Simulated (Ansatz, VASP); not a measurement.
**C in VASP and in Ansatz**

The input INCAR:

```
SYSTEM = C
PREC = Accurate
ENCUT = 520
EDIFF = 1E-8
ISMEAR = -1
SIGMA = 0.08
LREAL = .FALSE.
LASPH = .TRUE.
NELM = 60
ALGO = Normal
ISIF = 2
LWAVE = .FALSE.
LCHARG = .FALSE.
GGA = PE
LEFG = .TRUE.
NBANDS = 11
```

File KPOINTS:

```
regular mesh
0
G
  20 20 20
  0 0 0
```

POSCAR

```
C
1.0
    0.0000000000      1.7834000000      1.8012340000
    1.7834000000      0.0000000000      1.8012340000
    1.7834000000      1.7834000000      0.0000000000
C
2
Direct
    0.5000000000      0.5000000000      0.5000000000
    0.7500000000      0.7500000000      0.7500000000
```

Input for Ansatz:

```yaml
crystal:
  lattice:
    - [0.0, 1.7834, 1.801234]
    - [1.7834, 0.0, 1.801234]
    - [1.7834, 1.7834, 0.0]
  atoms:
    - { symbol: C, position: [0.5, 0.5, 0.5] }
    - { symbol: C, position: [0.75, 0.75, 0.75] }
kpoints:
  mp_grid: { grid: [20, 20, 20] }
scf:
  occupations: { method: fermi_dirac, width: 0.08 }
hamiltonian:
  xc: pbe
  pseudopotentials: { kind: all_electron, datasets: crystal }
output:
  forces: true
  stress: true
  eigenvalues: true
  efg: { contact_densities: true }
```

Change from the starting cell: zz strain of +1 %, crystal datasets.

Alike in both runs: task electric field gradients; functional PBE; k mesh 20 × 20 × 20; occupations fermi-dirac, width 0.08 eV; no spin polarisation.

|  | VASP | Ansatz |
| --- | --- | --- |
| version | VASP 6.6.1 | Ansatz 0.2.0 |
| potentials or method | VASP PAW PBE potentials, release 64 (C), cutoff 520 eV | all-electron PAW with datasets made for the crystal, scalar-relativistic |

Ansatz gave:

```
gap on the k mesh at the Fermi level (eV)                     : 3.99
pressure (GPa)                                                : -2.6
traceless stress, the component that is largest in VASP (GPa) : -6.18
size of Vzz on the site where it differs most (V/Å²)          : 0.4
```

Q: Which values does VASP return?

A: gap on the k mesh at the Fermi level (eV): 3.98; pressure (GPa): -1.9; traceless stress, the component that is largest in VASP (GPa): -6.17; size of Vzz on the site where it differs most (V/Å²): 0.4.

Ansatz ran all-electron here, and VASP with PAW potentials.
